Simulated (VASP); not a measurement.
# SrVO3 (Pm-3m) in VASP: single point with r2SCAN

Aim: the single point of SrVO3 with r2SCAN.

All numbers are computed with VASP 6.6.1; they aren't measurements. Logs are shortened: lines on timing, memory, paths and dates and some standing lists are left out, and cuts for length are marked.

## 1. The cell of the first run

The structure is cubic, space group Pm-3m (No. 221). Conventional cell: a = 3.916 Å, b = 3.916 Å, c = 3.916 Å, α = 90.00°, β = 90.00°, γ = 90.00°. Within 3.6 Å of Sr (site symmetry m-3m) lie 12 O at 2.77 Å and 8 V at 3.39 Å. Within 2.6 Å of V (site symmetry m-3m) lie 6 O at 1.96 Å. O (site symmetry 4/mmm) has 2 V at 1.96 Å within 2.6 Å.

## 2. Single point, r2SCAN, collinear spin, ferromagnetic start (12.01 Å³/atom)

The input, POSCAR:

```
SrVO3
1.0
    3.9162308896      0.0000000000      0.0000000000
    0.0000000000      3.9162308896      0.0000000000
    0.0000000000      0.0000000000      3.9162308896
Sr V O
1 1 3
Direct
    0.5000000000      0.5000000000      0.5000000000
    0.0000000000      0.0000000000      0.0000000000
    0.5000000000      0.0000000000      0.0000000000
    0.0000000000      0.5000000000      0.0000000000
    0.0000000000      0.0000000000      0.5000000000
```

The input, INCAR.step1:

```
SYSTEM = SrVO3
PREC = Accurate ; ENCUT = 520
ISMEAR = 0 ; SIGMA = 0.1
LREAL = .False. ; LASPH = .True.
NELM = 150 ; ISPIN = 2
MAGMOM = 0 0.9 0 0 0 ; LMAXMIX = 4
NBANDS = 32 ; GGA = PE
ALGO = Normal ; EDIFF = 1E-4
LWAVE = .True. ; LCHARG = .False.
```

The input, INCAR.step2:

```
SYSTEM = SrVO3
PREC = Accurate ; ENCUT = 520
EDIFF = 1E-7 ; ISMEAR = 0
SIGMA = 0.1 ; LREAL = .False.
LASPH = .True. ; NELM = 150
ALGO = Normal ; ISIF = 2
LWAVE = .False. ; LCHARG = .False.
ISPIN = 2 ; MAGMOM = 0 0.9 0 0 0
LORBIT = 11 ; LMAXMIX = 4
METAGGA = R2SCAN ; LMIXTAU = .True.
NBANDS = 32 ; ISTART = 1
```

The input, KPOINTS:

```
Automatic mesh
0
Gamma
  10 10 10
  0 0 0
```

Potentials or basis: VASP PAW PBE potentials, release 64 (Sr_sv, V_sv, O).

Run with:

```bash
cat potpaw_PBE.64/Sr_sv/POTCAR potpaw_PBE.64/V_sv/POTCAR potpaw_PBE.64/O/POTCAR > POTCAR
cp INCAR.step1 INCAR
mpirun -np 1 vasp_std > vasp.out
cp INCAR.step2 INCAR
mpirun -np 1 vasp_std > vasp.out
```

OUTCAR:

```text
SYSTEM = SrVO3
   PREC = Accurate
   ENCUT = 520
   EDIFF = 1E-7
   ISMEAR = 0
   LREAL = .False.
   LASPH = .True.
   NELM = 150
   ISIF = 2
   ISPIN = 2
   LORBIT = 11
   METAGGA = R2SCAN
   ISTART = 1

 ion  position               nearest neighbor table
   1  0.500  0.500  0.500-   3 2.77   4 2.77   5 2.77   3 2.77   4 2.77   3 2.77   5 2.77   3 2.77
                             4 2.77   5 2.77   4 2.77   5 2.77   2 3.39   2 3.39   2 3.39   2 3.39
   2  0.000  0.000  0.000-   3 1.96   4 1.96   5 1.96   5 1.96   4 1.96   3 1.96   1 3.39   1 3.39
                             1 3.39   1 3.39   1 3.39   1 3.39   1 3.39   1 3.39
   3  0.500  0.000  0.000-   2 1.96   2 1.96   1 2.77   1 2.77   1 2.77   1 2.77
   4  0.000  0.500  0.000-   2 1.96   2 1.96   1 2.77   1 2.77   1 2.77   1 2.77
   5  0.000  0.000  0.500-   2 1.96   2 1.96   1 2.77   1 2.77   1 2.77   1 2.77

  LATTYP: Found a simple cubic cell.
 ALAT       =     3.9162308896

  Lattice vectors:

 A1 = (   3.9162308896,   0.0000000000,   0.0000000000)
 A2 = (   0.0000000000,   3.9162308896,   0.0000000000)
 A3 = (   0.0000000000,   0.0000000000,   3.9162308896)

Analysis of symmetry for initial positions (statically):
=====================================================================
 Subroutine PRICEL returns:
 Original cell was already a primitive cell.

 Routine SETGRP: Setting up the symmetry group for a
 simple cubic supercell.

 Subroutine GETGRP returns: Found 48 space group operations
 (whereof 48 operations were pure point group operations)
 out of a pool of 48 trial point group operations.

The static configuration has the point symmetry O_h .

Analysis of symmetry for dynamics (positions and initial velocities):
=====================================================================
 Subroutine PRICEL returns:
 Original cell was already a primitive cell.

 Routine SETGRP: Setting up the symmetry group for a
 simple cubic supercell.

 Subroutine GETGRP returns: Found 48 space group operations
 (whereof 48 operations were pure point group operations)
 out of a pool of 48 trial point group operations.

The dynamic configuration has the point symmetry O_h .

Analysis of structural, dynamic, and magnetic symmetry:
=====================================================================
 Subroutine PRICEL returns:
 Original cell was already a primitive cell.

 Routine SETGRP: Setting up the symmetry group for a
 simple cubic supercell.

 Subroutine GETGRP returns: Found 48 space group operations
 (whereof 48 operations were pure point group operations)
 out of a pool of 48 trial point group operations.

The overall configuration has the point symmetry O_h .

 Subroutine INISYM returns: Found 48 space group operations
 (whereof 48 operations are pure point group operations),
 and found     1 'primitive' translations

----------------------------------------------------------------------------------------

                                     Primitive cell

  volume of cell :      60.0627

  direct lattice vectors                    reciprocal lattice vectors
     3.916230890  0.000000000  0.000000000     0.255347559  0.000000000  0.000000000
     0.000000000  3.916230890  0.000000000     0.000000000  0.255347559  0.000000000
     0.000000000  0.000000000  3.916230890     0.000000000  0.000000000  0.255347559

  length of vectors
     3.916230890  3.916230890  3.916230890     0.255347559  0.255347559  0.255347559

  position of ions in fractional coordinates (direct lattice)
     0.500000000  0.500000000  0.500000000
     0.000000000  0.000000000  0.000000000
     0.500000000  0.000000000  0.000000000
     0.000000000  0.500000000  0.000000000
     0.000000000  0.000000000  0.500000000

  ion indices of the primitive-cell ions
   primitive index   ion index
                 1           1
                 2           2
                 3           3
                 4           4
                 5           5

[... 28 lines left out ...]
  0.000000  0.000000  0.000000      1.000000
  0.100000  0.000000  0.000000      6.000000
  0.200000  0.000000  0.000000      6.000000
  0.300000  0.000000  0.000000      6.000000
  0.400000  0.000000  0.000000      6.000000
  0.500000  0.000000  0.000000      3.000000
[... 16 lines left out ...]
  0.200000  0.100000  0.100000     24.000000
  0.300000  0.100000  0.100000     24.000000
 [... further k-points ...]
   k-points           NKPTS =     56   k-points in BZ     NKDIM =     56   number of bands    NBANDS=     32
   number of dos      NEDOS =    301   number of ions     NIONS =      5
   total plane-waves  NPLWV =  27000
   dimension x,y,z NGX =    30 NGY =   30 NGZ =   30
   dimension x,y,z NGXF=    60 NGYF=   60 NGZF=   60
   ions per type =               1   1   3
   NGX,Y,Z   is equivalent  to a cutoff of  12.74, 12.74, 12.74 a.u.
   NGXF,Y,Z  is equivalent  to a cutoff of  25.47, 25.47, 25.47 a.u.
 SYSTEM =  SrVO3
   PREC   = accura    normal or accurate (medium, high low for compatibility)
   ISTART =      1    job   : 0-new  1-cont  2-samecut
   ICHARG =      0    charge: 1-file 2-atom 10-const
   ISPIN  =      2    spin polarized calculation?
   LNONCOLLINEAR =      F non collinear calculations
   LSORBIT =      F    spin-orbit coupling
   LASPH  =      T    aspherical Exc in radial PAW
   ENCUT  =  520.0 eV  38.22 Ry    6.18 a.u.   7.28  7.28  7.28*2*pi/ulx,y,z
   NELM   =    150;   NELMIN=  2; NELMDL=  0     # of ELM steps
   EDIFF  = 0.1E-06   stopping-criterion for ELM
   LREAL  =      F    real-space projection
   EDIFFG = 0.1E-05   stopping-criterion for IOM
   NSW    =      0    number of steps for IOM
   IBRION =     -1    ionic relax: 0-MD 1-quasi-New 2-CG
   NFREE  =      0    steps in history (QN), initial steepest desc. (CG)
   ISIF   =      2    stress and relaxation
   ISYM   =      2    0-nonsym 1-usesym 2-fastsym
   POTIM  = 0.5000    time-step for ionic-motion
   TEBEG  =    0.0;   TEEND  =   0.0 temperature during run
   PSTRESS=    0.0 pullay stress
   NELECT =      41.0000    total number of electrons
   NUPDOWN=      -1.0000    fix difference up-down
   EMIN   =  10.00;   EMAX   =-10.00  energy-range for DOS
   EFERMI =   0.00;   METHOD = LEGACY
   ISMEAR =     0;   SIGMA  =   0.10  broadening in eV -4-tet -1-fermi 0-gaus
   EFERMI_NEDOS =   21; number of points for ismear=-14 and -15
   IALGO  =     38    algorithm
   IMIX   =      4    mixing-type and parameters
     AMIX     =   0.40;   BMIX     =  1.00
     AMIX_MAG =   1.60;   BMIX_MAG =  1.00
  volume/ion in A,a.u.               =      12.01        81.06
  Fermi-wavevector in a.u.,A,eV,Ry     =   1.441455  2.723955 28.270093  2.077793
  Thomas-Fermi vector in A             =   2.560086
   LORBIT       =     11    0 simple, 1 ext, 2 COOP (PROOUT), +10 PAW based schemes
   METAGGA = R2SCAN    functional components
   LHFCALC =     F    Hartree Fock is set to
   AEXX    =    0.0000 exact exchange contribution
   IVDW    =     0    specifies the selected vdW correction
   LEPSILON=     F    determine dielectric tensor
   LRPA    =     F    only Hartree local field effects (RPA)
 spin polarized calculation
 Gauss-broadening in eV      SIGMA  =   0.10
  energy-cutoff  :      520.00
  volume of cell :       60.06
 maximum number of plane-waves:      1647
 NGX is ok and might be reduce to    30
   NGX = 15   NGY = 15   NGZ = 15

 number of electron      41.0000016 magnetization       0.9997787

 Free energy of the ion-electron system (eV)
  ---------------------------------------------------
  ext. energy  EPLUGINS =         0.00000000
  ---------------------------------------------------
  free energy    TOTEN  =       -62.31667186 eV

  energy without entropy =      -62.30474405  energy(sigma->0) =      -62.31070796

 E-fermi :   5.3330     XC(G=0): -11.9238

 val. band max:        5.3303019312   @ k =   0.3000   0.3000   0.0000
 cond. band min:       5.3696176300   @ k =   0.3000   0.3000   0.1000
 fundamental gap:      0.0393156987
 Fermi energy:         5.3330072180

 spin component 1

 k-point     1 :       0.0000    0.0000    0.0000
  band No.  band energies     occupation
      1     -63.7286      1.00000
      2     -36.3995      1.00000
      3     -36.3995      1.00000
      4     -36.3995      1.00000
      5     -30.3235      1.00000
      6     -14.9952      1.00000
[... 829 lines left out ...]
     31      13.5700      0.00000
     32      18.4350      0.00000

 [... further k-points ...]

 spin component 2

 k-point     1 :       0.0000    0.0000    0.0000
  band No.  band energies     occupation
      1     -62.2977      1.00000
      2     -34.9753      1.00000
      3     -34.9753      1.00000
      4     -34.9753      1.00000
      5     -30.3245      1.00000
      6     -15.0349      1.00000
[... 829 lines left out ...]
     31      13.6147      0.00000
     32      18.6831      0.00000

 [... further k-points ...]

------------------------ aborting loop because EDIFF is reached ----------------------------------------

  FORCE on cell =-STRESS in cart. coord.  units (eV):
  Direction    XX          YY          ZZ          XY          YZ          ZX
  --------------------------------------------------------------------------------------
  -------------------------------------------------------------------------------------
  Total       -3.5016217     -3.5016217     -3.5016217      0.0000000     -0.0000000      0.0000000
  in kB      -93.4060364    -93.4060364    -93.4060364      0.0000000     -0.0000000      0.0000000
  external PRESSURE =     -93.4060364 kB  Pullay stress =       0.0000000 kB

 VOLUME and BASIS-vectors are now :
 -----------------------------------------------------------------------------
  energy-cutoff  :      520.00
  volume of cell :       60.06
      direct lattice vectors                 reciprocal lattice vectors
     3.916230890  0.000000000  0.000000000     0.255347559  0.000000000  0.000000000
     0.000000000  3.916230890  0.000000000     0.000000000  0.255347559  0.000000000
     0.000000000  0.000000000  3.916230890     0.000000000  0.000000000  0.255347559

 POSITION                                       TOTAL-FORCE (eV/Angst)
 -----------------------------------------------------------------------------------
      1.95812      1.95812      1.95812         0.000000      0.000000      0.000000
      0.00000      0.00000      0.00000         0.000000      0.000000      0.000000
      1.95812      0.00000      0.00000         0.000000      0.000000      0.000000
      0.00000      1.95812      0.00000         0.000000      0.000000      0.000000
      0.00000      0.00000      1.95812         0.000000      0.000000      0.000000
 -----------------------------------------------------------------------------------
    total drift:                                0.000000     -0.000000      0.000000

  FREE ENERGIE OF THE ION-ELECTRON SYSTEM (eV)
  ---------------------------------------------------
  free  energy   TOTEN  =       -62.3166718613 eV

  energy  without entropy=      -62.3047440501  energy(sigma->0) =      -62.31070796

 total charge

# of ion       s       p       d       tot
------------------------------------------
    1        1.996   5.880   0.178   8.054
    2        2.257   6.302   2.808  11.367
    3        1.566   3.487   0.000   5.053
    4        1.566   3.487   0.000   5.053
    5        1.566   3.487   0.000   5.053
--------------------------------------------------
tot          8.951  22.644   2.986  34.581

 magnetization (x)

# of ion       s       p       d       tot
------------------------------------------
    1       -0.000  -0.001   0.002   0.000
    2        0.009   0.009   1.028   1.046
    3       -0.001  -0.034   0.000  -0.035
    4       -0.001  -0.034   0.000  -0.035
    5       -0.001  -0.034   0.000  -0.035
--------------------------------------------------
tot          0.006  -0.094   1.030   0.942
```

Run time: 22 min. Hardware: 1 thread of Intel Xeon 8259CL, shared host; peak memory 0.32 GiB.

Results:

```
Free energy                                           : -62.3167 eV
Pressure                                              : -9.3 GPa
Band gap on the k mesh                                : zero (filled and empty bands overlap)
Net moment                                            : 1.00 μB per cell
Site moments                                          : Sr +0.00; V +1.05; O -0.04 μB
Valence electrons inside the program's atomic spheres : Sr 8.05; V 11.37; O 5.05
```

Caveat: the cell stands under tension; the PAW data sets were made with another functional, which shifts forces and pressure a little; semilocal functionals often make such compounds metallic where correlation or magnetic order opens a gap, which also shifts bond lengths.
